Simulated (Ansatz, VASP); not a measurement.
**SnSe in VASP and in Ansatz**

File INCAR:

```
  PREC = Accurate
  ENCUT = 520
  EDIFF = 1E-8
  ISMEAR = -1
  SIGMA = 0.02
  LREAL = False
  LASPH = True
  NELM = 100
  ALGO = Normal
  ISIF = 2
  LWAVE = False
  LCHARG = False
  GGA = CA
  LEFG = True
  NBANDS = 17
```

KPOINTS

```
regular mesh
0
Gamma
  9 9 9
```

Contents of POSCAR:

```
SnSe
1.0
    0.0000000000      2.9799000000      3.0100000000
    2.9799000000      0.0000000000      3.0100000000
    2.9799000000      2.9799000000      0.0000000000
Sn Se
1 1
Direct
    0.0000000000      0.0000000000      0.0000000000
    0.5000000000      0.5000000000      0.5000000000
```

Input for Ansatz:

```yaml
crystal:
  lattice:
    - [0.0, 2.9799, 3.01]
    - [2.9799, 0.0, 3.01]
    - [2.9799, 2.9799, 0.0]
  atoms:
    - { symbol: Sn, position: [0.0, 0.0, 0.0] }
    - { symbol: Se, position: [0.5, 0.5, 0.5] }
kpoints:
  mp_grid: { grid: [9, 9, 9] }
scf:
  occupations: { method: fermi_dirac, width: 0.02 }
hamiltonian:
  xc: lda
  pseudopotentials: { kind: all_electron, datasets: crystal }
output:
  forces: true
  stress: true
  eigenvalues: true
  efg: { contact_densities: true }
```

Change from the starting cell: equal xx and yy strain of -1 %, crystal datasets.

Alike in both runs: task electric field gradients; functional LDA; k mesh 9 × 9 × 9; occupations fermi-dirac, width 0.02 eV; no spin polarisation.

|  | VASP | Ansatz |
| --- | --- | --- |
| version | VASP 6.6.1 | Ansatz 0.2.0 |
| potentials or method | VASP PAW LDA potentials, release 64 (Sn_d, Se), cutoff 520 eV | all-electron PAW with datasets made for the crystal, scalar-relativistic |

VASP gave:

* pressure (GPa): -2.2
* traceless stress, the component that is largest in VASP (GPa): -0.80
* size of Vzz on the site where it differs most (V/Å²): 14.5

**Question.** What did Ansatz give for the same quantities?

**Answer.** Pressure (GPa): -2.3; traceless stress, the component that is largest in VASP (GPa): -0.79; size of Vzz on the site where it differs most (V/Å²): 14.9.

LDA's correlation is that of Perdew and Zunger in VASP and of Perdew and Wang (1992) in Ansatz. Ansatz ran all-electron here, and VASP with PAW potentials.
